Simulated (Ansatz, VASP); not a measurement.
Ga3SbN2: VASP beside Ansatz

```
CELL_PARAMETERS angstrom
5.27721 0.00000 0.00000
-2.63860 4.57019 0.00000
0.00000 0.00000 6.57818
ATOMIC_POSITIONS crystal
Ga 0.50000 0.00000 0.00000
Ga 0.00000 0.50000 0.00000
Ga 0.50000 0.50000 0.00000
Sb 0.00000 0.00000 0.50000
N 0.00000 0.00000 0.20536
N 0.00000 0.00000 0.79464
```

Alike in both runs: functional PBE; k mesh 6 × 6 × 4; occupations gaussian, width 0.1 eV; no spin polarisation.

Ansatz relaxed the structure, and its values are those at the end. VASP's run is a single point on that final structure, the one shown.

|  | VASP | Ansatz |
| --- | --- | --- |
| version | VASP 6.6.1 | Ansatz 0.2.0 |
| potentials or method | VASP PAW PBE potentials, release 64 (Ga_d, Sb, N), cutoff 520 eV | scalar-relativistic, plane waves, PAW |
| valence electrons in the cell | 54 | 64 |

```csv
,VASP,Ansatz,Ansatz less VASP
gap on the k mesh at the Fermi level (eV),none,none,-
pressure (GPa),0.4,0.1,-0.29
rms of the force components (eV/Å),0.078,0.005,-0.0738
```

A gap of «none» marks a metal or a gap that the smearing closes. VASP's potentials hold 54 valence electrons a cell and Ansatz's 64, so a difference there can come from the potentials and not from the codes.

Neither program's run includes spin-orbit coupling.
